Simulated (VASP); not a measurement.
# TaN (P-6m2) in VASP: a series of runs

Runs on TaN. Level: PBE. Tasks: single point, relaxation of cell and atoms.

All numbers are computed with VASP 6.6.1; they aren't measurements. Logs are shortened: lines on timing, memory, paths and dates and some standing lists are left out, and cuts for length are marked.

## Step 1: The cell of the first run

Symmetry: P-6m2, No. 187, hexagonal system. The conventional cell has a = 2.950 Å, b = 2.950 Å, c = 2.897 Å, α = 90.00°, β = 90.00°, γ = 120.00°. Ta (site symmetry -6m2) has 6 N at 2.24 Å and 8 Ta at 2.90 to 2.95 Å within 3.0 Å. N (site symmetry -6m2) has 6 Ta at 2.24 Å and 8 N at 2.90 to 2.95 Å within 3.0 Å.

## Step 2: Single point, PBE

The input, INCAR:

```
SYSTEM = TaN
PREC = Accurate ; ENCUT = 520
EDIFF = 1E-6 ; ISMEAR = -1
SIGMA = 0.15 ; LREAL = .FALSE.
LASPH = .TRUE. ; NELM = 100
ALGO = Normal ; ISIF = 2
LWAVE = .FALSE. ; LCHARG = .TRUE.
GGA = PE ; LELF = .TRUE.
LVHAR = .TRUE. ; NBANDS = 15
```

The input, KPOINTS:

```
Automatic mesh
0
G
  18 18 14
  0 0 0
```

The input, POSCAR:

```
TaN
1.0
    2.9504707846      0.0000000000      0.0000000000
   -1.4752353923      2.5551826526      0.0000000000
    0.0000000000      0.0000000000      2.8973536932
Ta N
1 1
Direct
    0.3333333333      0.6666666667      0.5000000000
    0.0000000000      0.0000000000      0.0000000000
```

Potentials or basis: VASP PAW PBE potentials, release 64 (Ta_pv, N).

Run with:

```sh
cat potpaw_PBE.64/Ta_pv/POTCAR potpaw_PBE.64/N/POTCAR > POTCAR
mpirun -np 1 vasp_std > vasp.out
```

OUTCAR:

```text
SYSTEM = TaN
   PREC = Accurate
   ENCUT = 520
   EDIFF = 1E-6
   ISMEAR = -1
   LREAL = .FALSE.
   LASPH = .TRUE.
   NELM = 100
   ISIF = 2
   GGA = PE

 ion  position               nearest neighbor table
   1  0.333  0.667  0.500-   2 2.24   2 2.24   2 2.24   2 2.24   2 2.24   2 2.24
   2  0.000  0.000  0.000-   1 2.24   1 2.24   1 2.24   1 2.24   1 2.24   1 2.24

  LATTYP: Found a hexagonal cell.
 ALAT       =     2.9504707846
 C/A-ratio  =     0.9819970794

  Lattice vectors:

 A1 = (   2.9504707846,   0.0000000000,   0.0000000000)
 A2 = (  -1.4752353923,   2.5551826526,   0.0000000000)
 A3 = (   0.0000000000,   0.0000000000,   2.8973536932)

Analysis of symmetry for initial positions (statically):
=====================================================================
 Subroutine PRICEL returns:
 Original cell was already a primitive cell.

 Routine SETGRP: Setting up the symmetry group for a
 hexagonal supercell.

 Subroutine GETGRP returns: Found 12 space group operations
 (whereof 12 operations were pure point group operations)
 out of a pool of 24 trial point group operations.

The static configuration has the point symmetry D_3h.

Analysis of symmetry for dynamics (positions and initial velocities):
=====================================================================
 Subroutine PRICEL returns:
 Original cell was already a primitive cell.

 Routine SETGRP: Setting up the symmetry group for a
 hexagonal supercell.

 Subroutine GETGRP returns: Found 12 space group operations
 (whereof 12 operations were pure point group operations)
 out of a pool of 24 trial point group operations.

The dynamic configuration has the point symmetry D_3h.

 Subroutine INISYM returns: Found 12 space group operations
 (whereof 12 operations are pure point group operations),
 and found     1 'primitive' translations

----------------------------------------------------------------------------------------

                                     Primitive cell

  volume of cell :      21.8431

  direct lattice vectors                    reciprocal lattice vectors
     2.950470785  0.000000000  0.000000000     0.338928962  0.195680727  0.000000000
    -1.475235392  2.555182653  0.000000000     0.000000000  0.391361455  0.000000000
     0.000000000  0.000000000  2.897353693     0.000000000  0.000000000  0.345142536

  length of vectors
     2.950470785  2.950470785  2.897353693     0.391361455  0.391361455  0.345142536

  position of ions in fractional coordinates (direct lattice)
     0.333333333  0.666666667  0.500000000
     0.000000000  0.000000000  0.000000000

  ion indices of the primitive-cell ions
   primitive index   ion index
                 1           1
                 2           2

----------------------------------------------------------------------------------------

 KPOINTS: Automatic mesh

Automatic generation of k-mesh.
 Grid dimensions read from file:
 generate k-points for:   18   18   14

 Generating k-lattice:

  Cartesian coordinates                     Fractional coordinates (reciprocal lattice)
     0.018829387  0.010871152  0.000000000     0.055555556  0.000000000  0.000000000
     0.000000000  0.021742303  0.000000000     0.000000000  0.055555556  0.000000000
     0.000000000  0.000000000  0.024653038     0.000000000  0.000000000  0.071428571

  Length of vectors
     0.021742303  0.021742303  0.024653038

  Shift w.r.t. Gamma in fractional coordinates (k-lattice)
     0.000000000  0.000000000  0.000000000

 Subroutine IBZKPT returns following result:
 ===========================================

 Found    296 irreducible k-points:

 Following reciprocal coordinates:
            Coordinates               Weight
  0.000000  0.000000  0.000000      1.000000
  0.055556  0.000000  0.000000      6.000000
  0.111111  0.000000  0.000000      6.000000
  0.166667  0.000000  0.000000      6.000000
  0.222222  0.000000  0.000000      6.000000
  0.277778  0.000000  0.000000      6.000000
[... 16 lines left out ...]
  0.333333  0.111111  0.000000     12.000000
  0.388889  0.111111  0.000000     12.000000
 [... further k-points ...]
   k-points           NKPTS =    296   k-points in BZ     NKDIM =    296   number of bands    NBANDS=     15
   number of dos      NEDOS =    301   number of ions     NIONS =      2
   total plane-waves  NPLWV =  13824
   dimension x,y,z NGX =    24 NGY =   24 NGZ =   24
   dimension x,y,z NGXF=    48 NGYF=   48 NGZF=   48
   ions per type =               1   1
   NGX,Y,Z   is equivalent  to a cutoff of  13.52, 13.52, 13.77 a.u.
   NGXF,Y,Z  is equivalent  to a cutoff of  27.05, 27.05, 27.54 a.u.
 SYSTEM =  TaN
   PREC   = accura    normal or accurate (medium, high low for compatibility)
   ISTART =      0    job   : 0-new  1-cont  2-samecut
   ICHARG =      2    charge: 1-file 2-atom 10-const
   ISPIN  =      1    spin polarized calculation?
   LNONCOLLINEAR =      F non collinear calculations
   LSORBIT =      F    spin-orbit coupling
   LASPH  =      T    aspherical Exc in radial PAW
   ENCUT  =  520.0 eV  38.22 Ry    6.18 a.u.   5.49  5.49  5.39*2*pi/ulx,y,z
   NELM   =    100;   NELMIN=  2; NELMDL= -5     # of ELM steps
   EDIFF  = 0.1E-05   stopping-criterion for ELM
   LREAL  =      F    real-space projection
   EDIFFG = 0.1E-04   stopping-criterion for IOM
   NSW    =      0    number of steps for IOM
   IBRION =     -1    ionic relax: 0-MD 1-quasi-New 2-CG
   NFREE  =      0    steps in history (QN), initial steepest desc. (CG)
   ISIF   =      2    stress and relaxation
   ISYM   =      2    0-nonsym 1-usesym 2-fastsym
   POTIM  = 0.5000    time-step for ionic-motion
   TEBEG  =    0.0;   TEEND  =   0.0 temperature during run
   PSTRESS=    0.0 pullay stress
   NELECT =      16.0000    total number of electrons
   NUPDOWN=      -1.0000    fix difference up-down
   EMIN   =  10.00;   EMAX   =-10.00  energy-range for DOS
   EFERMI =   0.00;   METHOD = LEGACY
   ISMEAR =    -1;   SIGMA  =   0.15  broadening in eV -4-tet -1-fermi 0-gaus
   EFERMI_NEDOS =   21; number of points for ismear=-14 and -15
   IALGO  =     38    algorithm
   IMIX   =      4    mixing-type and parameters
     AMIX     =   0.40;   BMIX     =  1.00
     AMIX_MAG =   1.60;   BMIX_MAG =  1.00
  volume/ion in A,a.u.               =      10.92        73.70
  Fermi-wavevector in a.u.,A,eV,Ry     =   1.475740  2.788745 29.630891  2.177809
  Thomas-Fermi vector in A             =   2.590352
   LORBIT       =      0    0 simple, 1 ext, 2 COOP (PROOUT), +10 PAW based schemes
   GGA     = PE    functional components
   LHFCALC =     F    Hartree Fock is set to
   AEXX    =    0.0000 exact exchange contribution
   IVDW    =     0    specifies the selected vdW correction
   LEPSILON=     F    determine dielectric tensor
   LRPA    =     F    only Hartree local field effects (RPA)
 non-spin polarized calculation
  energy-cutoff  :      520.00
  volume of cell :       21.84
 maximum number of plane-waves:       617
 NGX is ok and might be reduce to    24
   NGX = 11   NGY = 11   NGZ = 11

 number of electron      16.0000001 magnetization

 Free energy of the ion-electron system (eV)
  ---------------------------------------------------
  ext. energy  EPLUGINS =         0.00000000
  ---------------------------------------------------
  free energy    TOTEN  =       -22.44928212 eV

  energy without entropy =      -22.43995102  energy(sigma->0) =      -22.44461657

 E-fermi :   8.1450     XC(G=0): -13.2720

 val. band max:        8.1390883754   @ k =   0.0556   0.0000   0.5000
 cond. band min:       8.1693960978   @ k =   0.0556   0.0000   0.4286
 fundamental gap:      0.0303077223
 Fermi energy:         8.1449527606

 k-point     1 :       0.0000    0.0000    0.0000
  band No.  band energies     occupation
      1     -26.7736      2.00000
      2     -26.5130      2.00000
      3     -26.5130      2.00000
      4      -9.5641      2.00000
      5       3.6148      2.00000
      6       3.6148      2.00000
      7       3.9656      2.00000
      8       5.1991      2.00000
      9      10.2296      0.00000
     10      11.6333      0.00000
     11      11.6333      0.00000
     12      12.0413      0.00000
     13      12.0413      0.00000
     14      21.1259      0.00000
     15      21.4717      0.00000

 k-point     2 :       0.0556    0.0000    0.0000
  band No.  band energies     occupation
      1     -26.7696      2.00000
      2     -26.5452      2.00000
      3     -26.5199      2.00000
      4      -9.5013      2.00000
      5       3.4091      2.00000
      6       3.6626      2.00000
      7       4.0617      2.00000
      8       5.1072      2.00000
      9      10.4682      0.00000
     10      11.4976      0.00000
     11      11.6429      0.00000
     12      12.0087      0.00000
     13      12.1280      0.00000
     14      21.1206      0.00000
     15      21.4685      0.00000

 k-point     3 :       0.1111    0.0000    0.0000
  band No.  band energies     occupation
      1     -26.7579      2.00000
      2     -26.6368      2.00000
      3     -26.5396      2.00000
      4      -9.3196      2.00000
      5       2.9172      2.00000
      6       3.7987      2.00000
      7       4.2941      2.00000
      8       4.8571      2.00000
      9      10.9660      0.00000
     10      11.2697      0.00000
     11      11.6803      0.00000
     12      11.9162      0.00000
     13      12.3547      0.00000
     14      21.1011      0.00000
     15      21.4608      0.00000

 k-point     4 :       0.1667    0.0000    0.0000
  band No.  band energies     occupation
      1     -26.7744      2.00000
      2     -26.7400      2.00000
      3     -26.5696      2.00000
      4      -9.0386      2.00000
      5       2.2963      2.00000
      6       4.0020      2.00000
      7       4.5081      2.00000
      8       4.6118      2.00000
      9      10.6362      0.00000
     10      11.7687      0.00000
     11      11.7784      0.00000
     12      11.9886      0.00000
     13      12.6422      0.00000
     14      21.0916      0.00000
     15      21.4544      0.00000
[... 307 lines left out ...]
 k-point    22 :       0.2778    0.1111    0.0000
  band No.  band energies     occupation
      1     -27.2605      2.00000
      2     -26.7405      2.00000
      3     -26.6662      2.00000
      4      -7.8223      2.00000
      5       0.6121      2.00000
      6       3.3923      2.00000
      7       4.1495      2.00000
      8       5.6819      2.00000
      9       9.9748      0.00001
     10      10.7383      0.00000
     11      12.8153      0.00000
     12      13.8321      0.00000
     13      14.7958      0.00000
     14      21.3834      0.00000
     15      21.6154      0.00000

 k-point    23 :       0.3333    0.1111    0.0000
  band No.  band energies     occupation
      1     -27.3676      2.00000
      2     -26.7784      2.00000
      3     -26.6491      2.00000
      4      -7.5196      2.00000
      5       0.3039      2.00000
      6       3.1783      2.00000
      7       4.0232      2.00000
      8       5.8083      2.00000
      9      10.4503      0.00000
     10      10.5289      0.00000
     11      12.8586      0.00000
     12      13.9823      0.00000
     13      15.6637      0.00000
     14      21.0043      0.00000
     15      21.4566      0.00000

 k-point    24 :       0.3889    0.1111    0.0000
  band No.  band energies     occupation
      1     -27.4365      2.00000
      2     -26.8031      2.00000
      3     -26.6379      2.00000
      4      -7.3153      2.00000
      5       0.1131      2.00000
      6       3.0447      2.00000
      7       3.9020      2.00000
      8       5.8589      2.00000
      9      10.3949      0.00000
     10      11.1195      0.00000
     11      12.5856      0.00000
     12      14.0618      0.00000
     13      16.5470      0.00000
     14      20.0504      0.00000
     15      21.4392      0.00000

 [... further k-points ...]
[... 5 lines left out ...]
  --------------------------------------------------------------------------------------
  -------------------------------------------------------------------------------------
  Total        0.0821334      0.0821334      0.1039613      0.0000000      0.0000000      0.0000000
  in kB        6.0244270      6.0244270      7.6254860      0.0000000      0.0000000      0.0000000
  external PRESSURE =       6.5581133 kB  Pullay stress =       0.0000000 kB

 VOLUME and BASIS-vectors are now :
 -----------------------------------------------------------------------------
  energy-cutoff  :      520.00
  volume of cell :       21.84
      direct lattice vectors                 reciprocal lattice vectors
     2.950470785  0.000000000  0.000000000     0.338928962  0.195680727  0.000000000
    -1.475235392  2.555182653  0.000000000     0.000000000  0.391361455  0.000000000
     0.000000000  0.000000000  2.897353693     0.000000000  0.000000000  0.345142536

 POSITION                                       TOTAL-FORCE (eV/Angst)
 -----------------------------------------------------------------------------------
     -0.00000      1.70346      1.44868        -0.000000     -0.000000      0.000000
      0.00000      0.00000      0.00000         0.000000      0.000000      0.000000
 -----------------------------------------------------------------------------------
    total drift:                                0.000000     -0.000000     -0.000000

  FREE ENERGIE OF THE ION-ELECTRON SYSTEM (eV)
  ---------------------------------------------------
  free  energy   TOTEN  =       -22.4492821199 eV

  energy  without entropy=      -22.4399510209  energy(sigma->0) =      -22.44461657
```

Wall time 43 s (1 thread of Intel Xeon Platinum 8488C (Sapphire Rapids), shared host); peak memory 0.22 GiB.

Results:

| Quantity | Value |
| --- | --- |
| Free energy | -22.4493 eV |
| Pressure | 0.7 GPa |
| Band gap on the k mesh | zero (band 8 reaches 8.33 eV, above the bottom of band 9 at 8.03 eV) |

Caveat: spin-orbit coupling is left out, which moves the levels of the heavy elements.

(Part 1 of 2 ends here.)
